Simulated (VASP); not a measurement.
# CdS (P1) in VASP: single point with r2SCAN

Aim: the single point of CdS with r2SCAN.

All numbers are computed with VASP 6.6.1; they aren't measurements. Logs are shortened: lines on timing, memory, paths and dates and some standing lists are left out, and cuts for length are marked.

### Step 1. The cell of the first run

The typed cell holds 16 atoms: a = 6.774 Å, b = 6.774 Å, c = 6.774 Å, α = 90.00°, β = 90.00°, γ = 90.00°.

### Step 2. Single point, r2SCAN

The input, POSCAR:

```
CdS
1.0
    6.7738172281      0.0000000000      0.0000000000
    0.0000000000      6.7738172281      0.0000000000
    0.0000000000      0.0000000000      6.7738172281
Cd S
8 8
Direct
   -0.0059822990     -0.0052643877     -0.0177496670
    0.0144944862     -0.0099016548      0.5051191794
   -0.0097845864      0.5041029135      0.0075066980
   -0.0013473939      0.4881609421      0.4972769247
    0.4957953377      0.0080608907      0.0085247355
    0.4918845442      0.0074866207      0.5033573959
    0.5001466508      0.5032462325      0.0221302103
    0.5115146871      0.5107238479      0.4865008737
    0.2625763200      0.2598834513      0.2241743391
    0.2406973712      0.2334161001      0.7555902127
    0.2729409339      0.7663485484      0.2674376853
    0.2357692784      0.7064654742      0.7602215747
    0.7773921000      0.2146811688      0.2517900827
    0.7497923001      0.2801255092      0.7444549846
    0.7484289625      0.7216932249      0.2247549570
    0.7238981855      0.7941913428      0.7271639954
```

The input, INCAR.step1:

```
SYSTEM = CdS
PREC = Accurate
ENCUT = 520
ISMEAR = -1
SIGMA = 0.052
LREAL = Auto
LASPH = .True.
NELM = 80
NBANDS = 86
GGA = PE
ALGO = Normal
EDIFF = 1E-4
LWAVE = .True.
LCHARG = .False.
```

The input, INCAR.step2:

```
SYSTEM = CdS
PREC = Accurate
ENCUT = 520
EDIFF = 1E-7
ISMEAR = -1
SIGMA = 0.052
LREAL = Auto
LASPH = .True.
NELM = 80
ALGO = Normal
ISIF = 2
LWAVE = .False.
LCHARG = .False.
METAGGA = R2SCAN
LMIXTAU = .True.
NBANDS = 86
ISTART = 1
```

The input, KPOINTS:

```
regular mesh
0
Gamma
  2 2 2
  0 0 0
```

Potentials or basis: VASP PAW PBE potentials, release 64 (Cd, S).

Launch:

```sh
> cat potpaw_PBE.64/Cd/POTCAR potpaw_PBE.64/S/POTCAR > POTCAR
> cp INCAR.step1 INCAR
> mpirun -np 1 vasp_std > vasp.out
> cp INCAR.step2 INCAR
> mpirun -np 1 vasp_std > vasp.out
```

OUTCAR:

```text
SYSTEM = CdS
   PREC = Accurate
   ENCUT = 520
   EDIFF = 1E-7
   ISMEAR = -1
   LREAL = Auto
   LASPH = .True.
   NELM = 80
   ISIF = 2
   METAGGA = R2SCAN
   ISTART = 1

 ion  position               nearest neighbor table
   1  0.994  0.995  0.982-  13 2.78  10 2.79  16 2.86  12 2.96  15 2.98  14 3.01   9 3.04  11 3.11
                             2 3.24   3 3.33   5 3.38   5 3.40   3 3.45   2 3.54
   2  0.014  0.990  0.505-  13 2.80  16 2.81  10 2.82  11 2.82  12 2.99  14 3.11   9 3.13  15 3.19
                             1 3.24   6 3.24   4 3.38   4 3.40   6 3.54   1 3.54
   3  0.990  0.504  0.008-  15 2.65  12 2.73  14 2.85   9 2.88  13 2.94  10 3.03  11 3.15  16 3.27
                             4 3.32   7 3.32   1 3.33   1 3.45   7 3.46   4 3.46
   4  0.999  0.488  0.497-  14 2.76  12 2.82  13 2.91  10 2.95  15 2.96   9 3.00  11 3.07  16 3.19
                             8 3.30   3 3.32   2 3.38   2 3.40   3 3.46   8 3.48
   5  0.496  0.008  0.009-   9 2.75  11 2.83  16 2.85  10 2.87  13 2.88  15 2.97  14 3.09  12 3.18
                             6 3.35   7 3.36   1 3.38   1 3.40   7 3.42   6 3.42
   6  0.492  0.007  0.503-  16 2.62  11 2.72  10 2.86  13 2.93   9 2.99  14 3.02  12 3.19  15 3.21
                             2 3.24   5 3.35   8 3.37   8 3.41   5 3.42   2 3.54
   7  0.500  0.503  0.022-  15 2.63   9 2.68  12 2.87  11 2.88  14 2.95  10 3.11  13 3.13   8 3.15
                            16 3.19   3 3.32   5 3.36   5 3.42   3 3.46   8 3.63
   8  0.512  0.511  0.487-  15 2.79  11 2.79  14 2.85  16 2.90  12 2.95   9 2.98  13 3.13   7 3.15
                            10 3.20   4 3.30   6 3.37   6 3.41   4 3.48   7 3.63
   9  0.263  0.260  0.224-   7 2.68   5 2.75   3 2.88   8 2.98   6 2.99   4 3.00   1 3.04   2 3.13

  10  0.241  0.233  0.756-   1 2.79   2 2.82   6 2.86   5 2.87   4 2.95   3 3.03   7 3.11   8 3.20

  11  0.273  0.766  0.267-   6 2.72   8 2.79   2 2.82   5 2.83   7 2.88   4 3.07   1 3.11   3 3.15

  12  0.236  0.706  0.760-   3 2.73   4 2.82   7 2.87   8 2.95   1 2.96   2 2.99   5 3.18   6 3.19

  13  0.777  0.215  0.252-   1 2.78   2 2.80   5 2.88   4 2.91   6 2.93   3 2.94   7 3.13   8 3.13

  14  0.750  0.280  0.744-   4 2.76   8 2.85   3 2.85   7 2.95   1 3.01   6 3.02   5 3.09   2 3.11

  15  0.748  0.722  0.225-   7 2.63   3 2.65   8 2.79   4 2.96   5 2.97   1 2.98   2 3.19   6 3.21

  16  0.724  0.794  0.727-   6 2.62   2 2.81   5 2.85   1 2.86   8 2.90   7 3.19   4 3.19   3 3.27

  LATTYP: Found a simple cubic cell.
 ALAT       =     6.7738172281

  Lattice vectors:

 A1 = (   6.7738172281,   0.0000000000,   0.0000000000)
 A2 = (   0.0000000000,   6.7738172281,   0.0000000000)
 A3 = (   0.0000000000,   0.0000000000,   6.7738172281)

Analysis of symmetry for initial positions (statically):
=====================================================================
 Subroutine PRICEL returns:
 Original cell was already a primitive cell.

 Routine SETGRP: Setting up the symmetry group for a
 simple cubic supercell.

 Subroutine GETGRP returns: Found  1 space group operations
 (whereof  1 operations were pure point group operations)
 out of a pool of 48 trial point group operations.

The static configuration has the point symmetry C_1 .

Analysis of symmetry for dynamics (positions and initial velocities):
=====================================================================
 Subroutine PRICEL returns:
 Original cell was already a primitive cell.

 Routine SETGRP: Setting up the symmetry group for a
 simple cubic supercell.

 Subroutine GETGRP returns: Found  1 space group operations
 (whereof  1 operations were pure point group operations)
 out of a pool of 48 trial point group operations.

The dynamic configuration has the point symmetry C_1 .

 Subroutine INISYM returns: Found  1 space group operations
 (whereof  1 operations are pure point group operations),
 and found     1 'primitive' translations

----------------------------------------------------------------------------------------

                                     Primitive cell

  volume of cell :     310.8139

  direct lattice vectors                    reciprocal lattice vectors
     6.773817228  0.000000000  0.000000000     0.147627249  0.000000000  0.000000000
     0.000000000  6.773817228  0.000000000     0.000000000  0.147627249  0.000000000
     0.000000000  0.000000000  6.773817228     0.000000000  0.000000000  0.147627249

  length of vectors
     6.773817228  6.773817228  6.773817228     0.147627249  0.147627249  0.147627249

  position of ions in fractional coordinates (direct lattice)
     0.994017701  0.994735612  0.982250333
     0.014494486  0.990098345  0.505119179
     0.990215414  0.504102913  0.007506698
     0.998652606  0.488160942  0.497276925
     0.495795338  0.008060891  0.008524736
     0.491884544  0.007486621  0.503357396
[... 8 lines left out ...]
     0.748428963  0.721693225  0.224754957
     0.723898185  0.794191343  0.727163995

  ion indices of the primitive-cell ions
   primitive index   ion index
                 1           1
                 2           2
                 3           3
                 4           4
                 5           5
                 6           6
[... 8 lines left out ...]
                15          15
                16          16

----------------------------------------------------------------------------------------

 KPOINTS: regular mesh

Automatic generation of k-mesh.
 Grid dimensions read from file:
 generate k-points for:    2    2    2

 Generating k-lattice:

  Cartesian coordinates                     Fractional coordinates (reciprocal lattice)
     0.073813624  0.000000000  0.000000000     0.500000000  0.000000000  0.000000000
     0.000000000  0.073813624  0.000000000     0.000000000  0.500000000  0.000000000
     0.000000000  0.000000000  0.073813624     0.000000000  0.000000000  0.500000000

  Length of vectors
     0.073813624  0.073813624  0.073813624

  Shift w.r.t. Gamma in fractional coordinates (k-lattice)
     0.000000000  0.000000000  0.000000000

 Subroutine IBZKPT returns following result:
 ===========================================

 Found      8 irreducible k-points:

 Following reciprocal coordinates:
            Coordinates               Weight
  0.000000  0.000000  0.000000      1.000000
  0.500000  0.000000  0.000000      1.000000
  0.000000  0.500000  0.000000      1.000000
  0.000000  0.000000  0.500000      1.000000
  0.500000  0.500000  0.000000      1.000000
  0.000000  0.500000  0.500000      1.000000
  0.500000  0.000000  0.500000      1.000000
  0.500000  0.500000  0.500000      1.000000
   k-points           NKPTS =      8   k-points in BZ     NKDIM =      8   number of bands    NBANDS=     86
   number of dos      NEDOS =    301   number of ions     NIONS =     16
   total plane-waves  NPLWV = 125000
   dimension x,y,z NGX =    50 NGY =   50 NGZ =   50
   dimension x,y,z NGXF=   100 NGYF=  100 NGZF=  100
   ions per type =               8   8
   NGX,Y,Z   is equivalent  to a cutoff of  12.27, 12.27, 12.27 a.u.
   NGXF,Y,Z  is equivalent  to a cutoff of  24.54, 24.54, 24.54 a.u.
 SYSTEM =  CdS
   PREC   = accura    normal or accurate (medium, high low for compatibility)
   ISTART =      1    job   : 0-new  1-cont  2-samecut
   ICHARG =      0    charge: 1-file 2-atom 10-const
   ISPIN  =      1    spin polarized calculation?
   LNONCOLLINEAR =      F non collinear calculations
   LSORBIT =      F    spin-orbit coupling
   LASPH  =      T    aspherical Exc in radial PAW
   ENCUT  =  520.0 eV  38.22 Ry    6.18 a.u.  12.59 12.59 12.59*2*pi/ulx,y,z
   NELM   =     80;   NELMIN=  2; NELMDL=  0     # of ELM steps
   EDIFF  = 0.1E-06   stopping-criterion for ELM
   LREAL  =      T    real-space projection
   EDIFFG = 0.1E-05   stopping-criterion for IOM
   NSW    =      0    number of steps for IOM
   IBRION =     -1    ionic relax: 0-MD 1-quasi-New 2-CG
   NFREE  =      0    steps in history (QN), initial steepest desc. (CG)
   ISIF   =      2    stress and relaxation
   ISYM   =      2    0-nonsym 1-usesym 2-fastsym
   POTIM  = 0.5000    time-step for ionic-motion
   TEBEG  =    0.0;   TEEND  =   0.0 temperature during run
   PSTRESS=    0.0 pullay stress
   NELECT =     144.0000    total number of electrons
   NUPDOWN=      -1.0000    fix difference up-down
   EMIN   =  10.00;   EMAX   =-10.00  energy-range for DOS
   EFERMI =   0.00;   METHOD = LEGACY
   ISMEAR =    -1;   SIGMA  =   0.05  broadening in eV -4-tet -1-fermi 0-gaus
   EFERMI_NEDOS =   21; number of points for ismear=-14 and -15
   IALGO  =     38    algorithm
   IMIX   =      4    mixing-type and parameters
     AMIX     =   0.40;   BMIX     =  1.00
     AMIX_MAG =   1.60;   BMIX_MAG =  1.00
  volume/ion in A,a.u.               =      19.43       131.09
  Fermi-wavevector in a.u.,A,eV,Ry     =   1.266763  2.393836 21.833128  1.604690
  Thomas-Fermi vector in A             =   2.399947
   LORBIT       =      0    0 simple, 1 ext, 2 COOP (PROOUT), +10 PAW based schemes
   METAGGA = R2SCAN    functional components
   LHFCALC =     F    Hartree Fock is set to
   AEXX    =    0.0000 exact exchange contribution
   IVDW    =     0    specifies the selected vdW correction
   LEPSILON=     F    determine dielectric tensor
   LRPA    =     F    only Hartree local field effects (RPA)
 non-spin polarized calculation
  energy-cutoff  :      520.00
  volume of cell :      310.81
 maximum number of plane-waves:      8410
   NGX = 25   NGY = 25   NGZ = 25

 number of electron     144.0000003 magnetization

 Free energy of the ion-electron system (eV)
  ---------------------------------------------------
  ext. energy  EPLUGINS =         0.00000000
  ---------------------------------------------------
  free energy    TOTEN  =      -228.86746794 eV

  energy without entropy =     -228.84476406  energy(sigma->0) =     -228.85611600

 E-fermi :   3.9186     XC(G=0): -11.3171

 val. band max:        3.8118279320   @ k =   0.5000   0.0000   0.0000
 cond. band min:       3.9721733329   @ k =   0.0000   0.0000   0.0000
 fundamental gap:      0.1603454010
 Fermi energy:         3.9186436467

 k-point     1 :       0.0000    0.0000    0.0000
  band No.  band energies     occupation
      1     -10.2385      2.00000
      2      -9.2270      2.00000
      3      -9.1465      2.00000
      4      -9.0928      2.00000
      5      -8.8050      2.00000
      6      -8.7661      2.00000
[... 76 lines left out ...]
     83       7.9023      0.00000
     84       8.7565      0.00000

 k-point     2 :       0.5000    0.0000    0.0000
  band No.  band energies     occupation
      1      -9.8189      2.00000
      2      -9.7396      2.00000
      3      -9.0392      2.00000
      4      -8.9595      2.00000
      5      -8.9301      2.00000
      6      -8.9217      2.00000
[... 511 lines left out ...]
     83       8.3123      0.00000
     84       8.4316      0.00000

 k-point     8 :       0.5000    0.5000    0.5000
  band No.  band energies     occupation
      1      -9.3872      2.00000
      2      -9.2092      2.00000
      3      -9.1199      2.00000
      4      -9.0972      2.00000
      5      -9.0203      2.00000
      6      -8.9755      2.00000
[... 76 lines left out ...]
     83       9.7706      0.00000
     84       9.8356      0.00000
 [bands above 84 left out]

------------------------ aborting loop because EDIFF is reached ----------------------------------------

  FORCE on cell =-STRESS in cart. coord.  units (eV):
  Direction    XX          YY          ZZ          XY          YZ          ZX
  --------------------------------------------------------------------------------------
  -------------------------------------------------------------------------------------
  Total       -0.6839934      8.5717315     -0.8357287      0.2182634      0.0621035     -0.2471947
  in kB       -3.5258355     44.1853925     -4.3079981      1.1250999      0.3201297     -1.2742344
  external PRESSURE =      12.1171863 kB  Pullay stress =       0.0000000 kB

 VOLUME and BASIS-vectors are now :
 -----------------------------------------------------------------------------
  energy-cutoff  :      520.00
  volume of cell :      310.81
      direct lattice vectors                 reciprocal lattice vectors
     6.773817228  0.000000000  0.000000000     0.147627249  0.000000000  0.000000000
     0.000000000  6.773817228  0.000000000     0.000000000  0.147627249  0.000000000
     0.000000000  0.000000000  6.773817228     0.000000000  0.000000000  0.147627249

 POSITION                                       TOTAL-FORCE (eV/Angst)
 -----------------------------------------------------------------------------------
      6.73329      6.73816      6.65358         0.012874      0.182312     -0.013811
      0.09818      6.70675      3.42158        -0.149055      0.082920     -0.046689
      6.70754      3.41470      0.05085         0.126539     -0.166739     -0.255112
      6.76469      3.30671      3.36846         0.084109     -0.062517      0.209723
      3.35843      0.05460      0.05775         0.022055     -0.045156     -0.204521
      3.33194      0.05071      3.40965         0.037362      0.284126      0.080522
[... 8 lines left out ...]
      5.06972      4.88862      1.52245         0.622774     -1.133646     -0.485654
      4.90355      5.37971      4.92568        -0.137556      0.925655     -0.368640
 -----------------------------------------------------------------------------------
    total drift:                                0.007202     -0.006484     -0.011645

  FREE ENERGIE OF THE ION-ELECTRON SYSTEM (eV)
  ---------------------------------------------------
  free  energy   TOTEN  =      -228.8674679414 eV

  energy  without entropy=     -228.8447640596  energy(sigma->0) =     -228.85611600
```

Run time: 12 min. Hardware: 1 thread of Intel Xeon Platinum 8375C at 2.90GHz (Ice Lake), shared host; peak memory 0.42 GiB.

Results:

| Quantity | Value |
| --- | --- |
| Free energy | -228.8675 eV |
| Pressure | 1.2 GPa |
| Largest force | 2.193 eV/Å |
| Band gap on the k mesh | 0.16 eV (least direct gap 0.19 eV) |

Forces in eV/Å, atoms in the order of the input:
```
Cd   0.013  0.182 -0.014
Cd  -0.149  0.083 -0.047
Cd   0.127 -0.167 -0.255
Cd   0.084 -0.063  0.210
Cd   0.022 -0.045 -0.205
Cd   0.037  0.284  0.081
Cd  -0.086 -0.197 -0.622
Cd  -0.058 -0.164  0.435
S    0.756  1.435  0.096
S   -0.267 -2.002 -0.854
S   -0.201  1.085  0.853
S   -0.742 -0.708  0.664
S    0.539 -1.315  0.364
S   -0.560  1.800  0.148
S    0.623 -1.134 -0.486
S   -0.138  0.926 -0.369
```

Stress tensor (GPa, compression positive):
```
-0.35  0.11 -0.13
 0.11  4.42  0.03
-0.13  0.03 -0.43
```

Caveat: the k points lie up to 0.46 Å⁻¹ apart; the PAW data sets were made with another functional, which shifts forces and pressure a little. A k mesh can miss the band edges.
